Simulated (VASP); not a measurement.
# InBi (F-43m) in VASP: single point with LDA

Aim: the single point of InBi with LDA.

All numbers are computed with VASP 6.6.1; they aren't measurements. Logs are shortened: lines on timing, memory, paths and dates and some standing lists are left out, and cuts for length are marked.

## (1) The cell of the first run

Symmetry: F-43m, No. 216, cubic system. The conventional cell has a = 6.767 Å, b = 6.767 Å, c = 6.767 Å, α = 90.00°, β = 90.00°, γ = 90.00°. Within 3.9 Å of In (site symmetry -43m) lie 4 Bi at 2.93 Å. Bi (site symmetry -43m) has 4 In at 2.93 Å within 3.9 Å.

## (2) Single point, LDA

File INCAR:

```
PREC = Accurate
ENCUT = 500
EDIFF = 1E-6
ISMEAR = 0
SIGMA = 0.1
LREAL = F
LASPH = T
NELM = 120
ALGO = Normal
ISIF = 2
LWAVE = F
LCHARG = F
GGA = CA
NBANDS = 21
GGA_COMPAT = F
```

File KPOINTS:

```
regular mesh
0
Gamma
  6 6 6
```

File POSCAR:

```
InBi
1.0
    0.0000000000      3.3835383100      3.3835383100
    3.3835383100      0.0000000000      3.3835383100
    3.3835383100      3.3835383100      0.0000000000
In Bi
1 1
Direct
    0.0000000000      0.0000000000      0.0000000000
    0.2500000000      0.2500000000      0.2500000000
```

Potentials or basis: VASP PAW LDA potentials, release 64 (In_d, Bi_d).

The run is started by

```sh
> cat potpaw_LDA.64/In_d/POTCAR potpaw_LDA.64/Bi_d/POTCAR > POTCAR
> mpirun -np 1 vasp_std > vasp.out
```

OUTCAR:

```text
PREC = Accurate
   ENCUT = 500
   EDIFF = 1E-6
   ISMEAR = 0
   LREAL = F
   LASPH = T
   NELM = 120
   ISIF = 2
   GGA = CA

 ion  position               nearest neighbor table
   1  0.000  0.000  0.000-   2 2.93   2 2.93   2 2.93   2 2.93
   2  0.250  0.250  0.250-   1 2.93   1 2.93   1 2.93   1 2.93

  LATTYP: Found a face centered cubic cell.
 ALAT       =     6.7670766200

  Lattice vectors:

 A1 = (   0.0000000000,   3.3835383100,   3.3835383100)
 A2 = (   3.3835383100,   0.0000000000,   3.3835383100)
 A3 = (   3.3835383100,   3.3835383100,   0.0000000000)

Analysis of symmetry for initial positions (statically):
=====================================================================
 Subroutine PRICEL returns:
 Original cell was already a primitive cell.

 Routine SETGRP: Setting up the symmetry group for a
 face centered cubic supercell.

 Subroutine GETGRP returns: Found 24 space group operations
 (whereof 24 operations were pure point group operations)
 out of a pool of 48 trial point group operations.

The static configuration has the point symmetry T_d .

Analysis of symmetry for dynamics (positions and initial velocities):
=====================================================================
 Subroutine PRICEL returns:
 Original cell was already a primitive cell.

 Routine SETGRP: Setting up the symmetry group for a
 face centered cubic supercell.

 Subroutine GETGRP returns: Found 24 space group operations
 (whereof 24 operations were pure point group operations)
 out of a pool of 48 trial point group operations.

The dynamic configuration has the point symmetry T_d .

 Subroutine INISYM returns: Found 24 space group operations
 (whereof 24 operations are pure point group operations),
 and found     1 'primitive' translations

----------------------------------------------------------------------------------------

                                     Primitive cell

  volume of cell :      77.4717

  direct lattice vectors                    reciprocal lattice vectors
     0.000000000  3.383538310  3.383538310    -0.147774298  0.147774298  0.147774298
     3.383538310  0.000000000  3.383538310     0.147774298 -0.147774298  0.147774298
     3.383538310  3.383538310  0.000000000     0.147774298  0.147774298 -0.147774298

  length of vectors
     4.785045767  4.785045767  4.785045767     0.255952593  0.255952593  0.255952593

[... 66 lines left out ...]
   LNONCOLLINEAR =      F non collinear calculations
   LSORBIT =      F    spin-orbit coupling
   LASPH  =      T    aspherical Exc in radial PAW
   ENCUT  =  500.0 eV  36.75 Ry    6.06 a.u.   8.72  8.72  8.72*2*pi/ulx,y,z
   NELM   =    120;   NELMIN=  2; NELMDL= -5     # of ELM steps
   EDIFF  = 0.1E-05   stopping-criterion for ELM
   LREAL  =      F    real-space projection
   EDIFFG = 0.1E-04   stopping-criterion for IOM
   NSW    =      0    number of steps for IOM
   IBRION =     -1    ionic relax: 0-MD 1-quasi-New 2-CG
   NFREE  =      0    steps in history (QN), initial steepest desc. (CG)
   ISIF   =      2    stress and relaxation
   ISYM   =      2    0-nonsym 1-usesym 2-fastsym
   POTIM  = 0.5000    time-step for ionic-motion
   TEBEG  =    0.0;   TEEND  =   0.0 temperature during run
   PSTRESS=    0.0 pullay stress
   NELECT =      28.0000    total number of electrons
   NUPDOWN=      -1.0000    fix difference up-down
   EMIN   =  10.00;   EMAX   =-10.00  energy-range for DOS
   EFERMI =   0.00;   METHOD = LEGACY
   ISMEAR =     0;   SIGMA  =   0.10  broadening in eV -4-tet -1-fermi 0-gaus
   EFERMI_NEDOS =   21; number of points for ismear=-14 and -15
   IALGO  =     38    algorithm
   IMIX   =      4    mixing-type and parameters
     AMIX     =   0.40;   BMIX     =  1.00
     AMIX_MAG =   1.60;   BMIX_MAG =  1.00
  volume/ion in A,a.u.               =      38.74       261.40
  Fermi-wavevector in a.u.,A,eV,Ry     =   1.166129  2.203663 18.501960  1.359856
  Thomas-Fermi vector in A             =   2.302646
   LORBIT       =      0    0 simple, 1 ext, 2 COOP (PROOUT), +10 PAW based schemes
   GGA     = CA    functional components
   LHFCALC =     F    Hartree Fock is set to
   AEXX    =    0.0000 exact exchange contribution
   IVDW    =     0    specifies the selected vdW correction
   LEPSILON=     F    determine dielectric tensor
   LRPA    =     F    only Hartree local field effects (RPA)
 non-spin polarized calculation
 Gauss-broadening in eV      SIGMA  =   0.10
  energy-cutoff  :      500.00
  volume of cell :       77.47
 maximum number of plane-waves:      1989
   NGX = 17   NGY = 17   NGZ = 17

 number of electron      27.9999996 magnetization

 Free energy of the ion-electron system (eV)
  ---------------------------------------------------
  ext. energy  EPLUGINS =         0.00000000
  ---------------------------------------------------
  free energy    TOTEN  =        -7.64771750 eV

  energy without entropy =       -7.64470613  energy(sigma->0) =       -7.64621181

 E-fermi :   4.0376     XC(G=0):  -8.7952

 val. band max:        3.9900136693   @ k =   0.5000   0.0000   0.0000
 cond. band min:       4.1560105505   @ k =   0.3333   0.0000   0.0000
 fundamental gap:      0.1659968812
 Fermi energy:         4.0376227025

 k-point     1 :       0.0000    0.0000    0.0000
  band No.  band energies     occupation
      1     -18.1938      2.00000
      2     -18.1938      2.00000
      3     -18.1938      2.00000
      4     -18.1662      2.00000
      5     -18.1662      2.00000
      6     -10.3412      2.00000
[... 373 lines left out ...]
     20      13.5197      0.00000
     21      14.0158      0.00000

------------------------ aborting loop because EDIFF is reached ----------------------------------------

  FORCE on cell =-STRESS in cart. coord.  units (eV):
  Direction    XX          YY          ZZ          XY          YZ          ZX
  --------------------------------------------------------------------------------------
  -------------------------------------------------------------------------------------
  Total       -0.8581143     -0.8581143     -0.8581143      0.0000000      0.0000000      0.0000000
  in kB      -17.7464881    -17.7464881    -17.7464881      0.0000000      0.0000000      0.0000000
  external PRESSURE =     -17.7464881 kB  Pullay stress =       0.0000000 kB

 VOLUME and BASIS-vectors are now :
 -----------------------------------------------------------------------------
  energy-cutoff  :      500.00
  volume of cell :       77.47
      direct lattice vectors                 reciprocal lattice vectors
     0.000000000  3.383538310  3.383538310    -0.147774298  0.147774298  0.147774298
     3.383538310  0.000000000  3.383538310     0.147774298 -0.147774298  0.147774298
     3.383538310  3.383538310  0.000000000     0.147774298  0.147774298 -0.147774298

 POSITION                                       TOTAL-FORCE (eV/Angst)
 -----------------------------------------------------------------------------------
      0.00000      0.00000      0.00000        -0.000000      0.000000      0.000000
      1.69177      1.69177      1.69177         0.000000     -0.000000     -0.000000
 -----------------------------------------------------------------------------------
    total drift:                                0.000000      0.000000      0.000000

  FREE ENERGIE OF THE ION-ELECTRON SYSTEM (eV)
  ---------------------------------------------------
  free  energy   TOTEN  =        -7.6477174952 eV

  energy  without entropy=       -7.6447061263  energy(sigma->0) =       -7.64621181
```

It took 22 s on 1 thread of AMD EPYC 7R43 (Zen 3), shared host; peak memory 0.15 GiB.

What came out:

| Property | Result |
| --- | --- |
| Free energy | -7.6477 eV |
| Pressure | -1.8 GPa |
| Band gap on the k mesh | zero (bands 14 and 15 overlap by 0.26 eV) |

Caveat: spin-orbit coupling is left out, which moves the levels of the heavy elements.
